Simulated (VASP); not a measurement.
Wanted: the native input for a VASP 6.6.1 run.

* Task: single point
* Functional: PBE
* Potentials or basis: VASP PAW PBE potentials, release 64 (Ta_pv)
* Cutoff: 520 eV
* k mesh: 18 × 18 × 10
* Occupations: fermi-dirac, width 0.05 eV
* Spin: no spin polarisation
* Dipole correction: no
* Further INCAR settings: ALGO = Normal; EDIFF = 1e-06; NBANDS = 18

The structure of Ta lies in POSCAR:

```
Ta
1.0
    2.4510497823      0.0000000000      0.0000000000
   -1.2255248911      2.1226713774      0.0000000000
    0.0000000000      0.0000000000      4.1866888491
Ta
2
Direct
    0.3333333333      0.6666666667      0.2500000000
    0.6666666667      0.3333333333      0.7500000000
```

One way to write it, as run:

INCAR

```
SYSTEM = Ta
ALGO = Normal ; EDIFF = 1E-6
ENCUT = 520 ; GGA = PE
ISIF = 2 ; ISMEAR = -1
LASPH = .True. ; LCHARG = .True.
LELF = .True. ; LREAL = .False.
LVHAR = .True. ; LWAVE = .False.
NBANDS = 18 ; NELM = 60
PREC = Accurate ; SIGMA = 0.05
```

KPOINTS

```
k-points
0
Gamma
  18 18 10
  0 0 0
```

Potentials or basis: VASP PAW PBE potentials, release 64 (Ta_pv).

Launch:

```bash
$ cat potpaw_PBE.64/Ta_pv/POTCAR > POTCAR
$ mpirun -np 1 vasp_std > vasp.out
```

It gave:

The pressure is 279.0 GPa and the band gap on the k mesh is zero (band 11 reaches 14.57 eV, above the bottom of band 12 at 9.40 eV).

Caveat: spin-orbit coupling is left out, which moves the levels of the heavy elements.

Wall time 71 s on 1 thread of Intel(R) Xeon(R) Platinum 8175M CPU @ 2.50GHz (Skylake/Cascade Lake), on a shared host, peak memory 0.19 GiB.
